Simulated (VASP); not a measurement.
# Al (R-3m) in VASP: notebook, part 2 of 2

VASP 6.6.1. The steps go on from the part before.

## (4) Single point, PBE+D3(BJ) (atoms displaced along a vibrational mode)

Input file INCAR:

```
PREC = Accurate ; ENCUT = 520
EDIFF = 1E-6 ; ISMEAR = 0
SIGMA = 0.15 ; LREAL = F
LASPH = T ; NELM = 60
ALGO = Fast ; ISIF = 2
LWAVE = F ; LCHARG = F
GGA = PE ; IVDW = 12
NBANDS = 10
```

Input file KPOINTS:

```
Automatic mesh
0
Gamma
  24 24 24
```

Input file POSCAR:

```
Al
1.0
    0.0000000000     -1.9913628294     -1.9913628294
   -1.9913628294      0.0000000000     -1.9913628294
    1.9913628294      1.9913628294     -3.9827256588
Al
2
Direct
    0.4923894107      0.4923894107      0.5228317678
    0.0076105893      0.0076105893     -0.0228317678
```

Potentials or basis: VASP PAW PBE potentials, release 64 (Al).

Run with:

```
cat potpaw_PBE.64/Al/POTCAR > POTCAR
mpirun -np 1 vasp_std > vasp.out
```

OUTCAR:

```text
PREC = Accurate
   ENCUT = 520
   EDIFF = 1E-6
   ISMEAR = 0
   LREAL = F
   LASPH = T
   NELM = 60
   ISIF = 2
   GGA = PE
   IVDW = 12
 IVDW          = 12

 ion  position               nearest neighbor table
   1  0.492  0.492  0.523-   2 2.65   2 2.65   2 2.65   2 2.99   2 2.99   2 2.99
   2  0.008  0.008  0.977-   1 2.65   1 2.65   1 2.65   1 2.99   1 2.99   1 2.99

  LATTYP: Found a trigonal (rhomboedric) cell.
 ALAT       =     4.8778228248
 COS(alpha) =     0.8333333333

  Lattice vectors:

 A1 = (   1.9913628294,   3.9827256588,  -1.9913628294)
 A2 = (   3.9827256588,   1.9913628294,  -1.9913628294)
 A3 = (   1.9913628294,   1.9913628294,  -3.9827256588)

Analysis of symmetry for initial positions (statically):
=====================================================================
 Subroutine PRICEL returns:
 Original cell was already a primitive cell.

 Routine SETGRP: Setting up the symmetry group for a
 trigonal (rhombohedral) supercell.

 Subroutine GETGRP returns: Found 12 space group operations
 (whereof  6 operations were pure point group operations)
 out of a pool of 12 trial point group operations.

The static configuration has the point symmetry C_3v.
 The point group associated with its full space group is D_3d.

Analysis of symmetry for dynamics (positions and initial velocities):
=====================================================================
 Subroutine PRICEL returns:
 Original cell was already a primitive cell.

 Routine SETGRP: Setting up the symmetry group for a
 trigonal (rhombohedral) supercell.

 Subroutine GETGRP returns: Found 12 space group operations
 (whereof  6 operations were pure point group operations)
 out of a pool of 12 trial point group operations.

The dynamic configuration has the point symmetry C_3v.
 The point group associated with its full space group is D_3d.

 Subroutine INISYM returns: Found 12 space group operations
 (whereof  6 operations are pure point group operations),
 and found     1 'primitive' translations

----------------------------------------------------------------------------------------

                                     Primitive cell

  volume of cell :      31.5872

  direct lattice vectors                    reciprocal lattice vectors
     0.000000000 -1.991362829 -1.991362829     0.125542165 -0.376626494 -0.125542165
    -1.991362829  0.000000000 -1.991362829    -0.376626494  0.125542165 -0.125542165
     1.991362829  1.991362829 -3.982725659     0.125542165  0.125542165 -0.125542165

  length of vectors
     2.816212321  2.816212321  4.877822825     0.416376255  0.416376255  0.217445407

  position of ions in fractional coordinates (direct lattice)
     0.492389411  0.492389411  0.522831768
     0.007610589  0.007610589  0.977168232

  ion indices of the primitive-cell ions
   primitive index   ion index
                 1           1
                 2           2

----------------------------------------------------------------------------------------

 KPOINTS: Automatic mesh

Automatic generation of k-mesh.
 Grid dimensions read from file:
 generate k-points for:   24   24   24

 Generating k-lattice:

[... 41 lines left out ...]
  0.458333  0.041667 -0.000000     12.000000
 [... further k-points ...]
   k-points           NKPTS =   1313   k-points in BZ     NKDIM =   1313   number of bands    NBANDS=     10
   number of dos      NEDOS =    301   number of ions     NIONS =      2
   total plane-waves  NPLWV =  20736
   dimension x,y,z NGX =    24 NGY =   24 NGZ =   36
   dimension x,y,z NGXF=    48 NGYF=   48 NGZF=   72
   ions per type =               2
   NGX,Y,Z   is equivalent  to a cutoff of  14.17, 14.17, 12.27 a.u.
   NGXF,Y,Z  is equivalent  to a cutoff of  28.34, 28.34, 24.54 a.u.
 SYSTEM =  unknown system
   PREC   = accura    normal or accurate (medium, high low for compatibility)
   ISTART =      0    job   : 0-new  1-cont  2-samecut
   ICHARG =      2    charge: 1-file 2-atom 10-const
   ISPIN  =      1    spin polarized calculation?
   LNONCOLLINEAR =      F non collinear calculations
   LSORBIT =      F    spin-orbit coupling
   LASPH  =      T    aspherical Exc in radial PAW
   ENCUT  =  520.0 eV  38.22 Ry    6.18 a.u.   5.24  5.24  9.07*2*pi/ulx,y,z
   NELM   =     60;   NELMIN=  2; NELMDL= -5     # of ELM steps
   EDIFF  = 0.1E-05   stopping-criterion for ELM
   LREAL  =      F    real-space projection
   EDIFFG = 0.1E-04   stopping-criterion for IOM
   NSW    =      0    number of steps for IOM
   IBRION =     -1    ionic relax: 0-MD 1-quasi-New 2-CG
   NFREE  =      0    steps in history (QN), initial steepest desc. (CG)
   ISIF   =      2    stress and relaxation
   ISYM   =      2    0-nonsym 1-usesym 2-fastsym
   POTIM  = 0.5000    time-step for ionic-motion
   TEBEG  =    0.0;   TEEND  =   0.0 temperature during run
   PSTRESS=    0.0 pullay stress
   NELECT =       6.0000    total number of electrons
   NUPDOWN=      -1.0000    fix difference up-down
   EMIN   =  10.00;   EMAX   =-10.00  energy-range for DOS
   EFERMI =   0.00;   METHOD = LEGACY
   ISMEAR =     0;   SIGMA  =   0.15  broadening in eV -4-tet -1-fermi 0-gaus
   EFERMI_NEDOS =   21; number of points for ismear=-14 and -15
   IALGO  =     68    algorithm
   IMIX   =      4    mixing-type and parameters
     AMIX     =   0.40;   BMIX     =  1.00
     AMIX_MAG =   1.60;   BMIX_MAG =  1.00
  volume/ion in A,a.u.               =      15.79       106.58
  Fermi-wavevector in a.u.,A,eV,Ry     =   0.941069  1.778363 12.049470  0.885611
  Thomas-Fermi vector in A             =   2.068543
   LORBIT       =      0    0 simple, 1 ext, 2 COOP (PROOUT), +10 PAW based schemes
   GGA     = PE    functional components
   LHFCALC =     F    Hartree Fock is set to
   AEXX    =    0.0000 exact exchange contribution
   IVDW    =    12    specifies the selected vdW correction
   LEPSILON=     F    determine dielectric tensor
   LRPA    =     F    only Hartree local field effects (RPA)
 non-spin polarized calculation
 RMM-DIIS sequential band-by-band and
 Gauss-broadening in eV      SIGMA  =   0.15
  energy-cutoff  :      520.00
  volume of cell :       31.59
 maximum number of plane-waves:       878
 NGX is ok and might be reduce to    24
   NGX = 11   NGY = 11   NGZ = 19

 number of electron       6.0000000 magnetization

 Free energy of the ion-electron system (eV)
  ---------------------------------------------------
  ext. energy  EPLUGINS =         0.00000000
  ---------------------------------------------------
  free energy    TOTEN  =        -7.34592400 eV

  energy without entropy =       -7.33633154  energy(sigma->0) =       -7.34112777

 E-fermi :   8.4569     XC(G=0): -10.3413

 val. band max:        8.4565036769   @ k =  -0.0833  -0.3333   0.0833
 cond. band min:       8.4593665383   @ k =   0.4583   0.2500   0.0833
 fundamental gap:      0.0028628614
 Fermi energy:         8.4568632275

 k-point     1 :       0.0000    0.0000    0.0000
  band No.  band energies     occupation
      1      -3.0629      2.00000
      2       3.7729      2.00000
      3       4.0067      2.00000
      4      19.9149      0.00000
      5      19.9149      0.00000
      6      19.9479      0.00000
      7      19.9479      0.00000
      8      21.3927      0.00000
      9      21.6727      0.00000
     10      21.6729      0.00000
[... 287 lines left out ...]
 k-point    24 :       0.4583    0.0417   -0.0000
  band No.  band energies     occupation
      1       1.8139      2.00000
      2       4.7355      2.00000
      3       6.4346      2.00000
      4       9.2924      0.00000
      5      10.9476      0.00000
      6      13.6799      0.00000
      7      14.5209      0.00000
      8      15.6940      0.00000
      9      17.6900      0.00000
     10      18.9332      0.00000

 [... further k-points ...]

------------------------ aborting loop because EDIFF is reached ----------------------------------------

 Edisp (eV)   -0.70353

 E8    (eV) :    -0.3148

  FORCE on cell =-STRESS in cart. coord.  units (eV):
  Direction    XX          YY          ZZ          XY          YZ          ZX
  --------------------------------------------------------------------------------------
  -------------------------------------------------------------------------------------
  Total       0.39310     0.39310     0.39310     0.12304    -0.12304    -0.12304
  in kB      19.93908    19.93908    19.93908     6.24067    -6.24067    -6.24067
  external pressure =       19.94 kB  Pullay stress =        0.00 kB

 VOLUME and BASIS-vectors are now :
 -----------------------------------------------------------------------------
  energy-cutoff  :      520.00
  volume of cell :       31.59
      direct lattice vectors                 reciprocal lattice vectors
     0.000000000 -1.991362829 -1.991362829     0.125542165 -0.376626494 -0.125542165
    -1.991362829  0.000000000 -1.991362829    -0.376626494  0.125542165 -0.125542165
     1.991362829  1.991362829 -3.982725659     0.125542165  0.125542165 -0.125542165

 POSITION                                       TOTAL-FORCE (eV/Angst)
 -----------------------------------------------------------------------------------
      0.06062      0.06062     -4.04335        -0.756842     -0.756842      0.756842
      1.93074      1.93074     -3.92210         0.756842      0.756842     -0.756842
 -----------------------------------------------------------------------------------
    total drift:                               -0.000000     -0.000000      0.000000

  FREE ENERGIE OF THE ION-ELECTRON SYSTEM (eV)
  ---------------------------------------------------
  free  energy   TOTEN  =        -8.0494500450 eV

  energy  without entropy=       -8.0398575897  energy(sigma->0) =       -8.04465382
```

OSZICAR:

```text
N       E                     dE             d eps       ncg     rms          rms(c)
DAV:   1     0.206869409957E+00    0.20687E+00   -0.21783E+03 26348   0.439E+02
DAV:   2    -0.726006408126E+01   -0.74669E+01   -0.72152E+01 34480   0.568E+01
DAV:   3    -0.744354985889E+01   -0.18349E+00   -0.18171E+00 34220   0.703E+00
DAV:   4    -0.744445718546E+01   -0.90733E-03   -0.90721E-03 32270   0.557E-01
DAV:   5    -0.744446538158E+01   -0.81961E-05   -0.81951E-05 31872   0.512E-02    0.211E+00
RMM:   6    -0.736871252618E+01    0.75753E-01   -0.17372E-02 26716   0.479E-01    0.119E+00
RMM:   7    -0.734930779077E+01    0.19405E-01   -0.64337E-03 27946   0.389E-01    0.374E-01
RMM:   8    -0.734593055356E+01    0.33772E-02   -0.14240E-03 29087   0.218E-01    0.903E-02
RMM:   9    -0.734592365577E+01    0.68978E-05   -0.17910E-04 30559   0.848E-02    0.360E-02
RMM:  10    -0.734592585428E+01   -0.21985E-05   -0.25932E-05 30118   0.378E-02    0.408E-03
RMM:  11    -0.734592480774E+01    0.10465E-05   -0.57942E-06 31156   0.147E-02    0.836E-03
RMM:  12    -0.734592399850E+01    0.80924E-06   -0.12993E-06 25415   0.755E-03
   1 F= -.80494500E+01 E0= -.80446538E+01  d E =-.959246E-02
```

It took 9.5 min on 1 thread of AMD EPYC 7R13, shared host; peak memory 0.41 GiB.

Results:

- Free energy: -8.0495 eV
- Pressure: 2.0 GPa
- Largest force: 1.311 eV/Å
- Band gap on the k mesh: zero (bands 3 and 4 overlap by 5.93 eV)
- Dispersion energy per atom: -0.352 eV

Forces in eV/Å, atoms in the order of the input:
```
Al  -0.757 -0.757  0.757
Al   0.757  0.757 -0.757
```

Levels at points of the mesh, in eV from the Fermi level:
| k point | band 1 | band 2 | band 3 | band 4 | band 5 | band 6 | band 7 |
| --- | --- | --- | --- | --- | --- | --- | --- |
| (0.00, 0.00, 0.00) | -11.52 | -4.68 | -4.45 | 11.46 | 11.46 | 11.49 | 11.49 |
| (0.50, 0.00, 0.00) | -5.32 | -5.25 | -0.82 | -0.59 | 3.67 | 3.88 | 6.60 |
| (0.50, 0.50, 0.00) | -4.90 | -4.67 | -2.82 | -1.52 | 5.21 | 5.67 | 5.82 |
| (0.00, 0.00, 0.50) | -10.29 | -9.14 | 3.29 | 3.78 | 10.92 | 10.92 | 11.21 |

Caveat: the cell differs from its parent crystal (atoms displaced along a vibrational mode); forces of over 1 eV/Å act on the atoms, so gaps and moduli don't describe the material at rest.

## (5) The runs side by side

```tsv
cell	further INCAR settings	gap on the mesh (eV)	pressure (GPa)	largest force (eV/Å)
as given, atomic positions A	ALGO = Fast; EDIFF = 1e-06; NBANDS = 10	none	2.6	1.52
as given, atomic positions B	ALGO = Fast; EDIFF = 1e-07; NBANDS = 10	none	1.4	1.11
as given, atomic positions C	ALGO = Fast; EDIFF = 1e-06; NBANDS = 10	none	2.0	1.31
```

Alike in all rows: task single point; level PBE+D3(BJ); potentials or basis VASP PAW PBE potentials, release 64 (Al); no spin polarisation; k mesh 24 × 24 × 24; cutoff (eV) 520; smearing gaussian 0.15 eV.

Caveats: forces of over 1 eV/Å act on the atoms, so gaps and moduli don't describe the material at rest.

Total energies depend on the potentials used, so only differences within one code and one set of settings carry meaning.
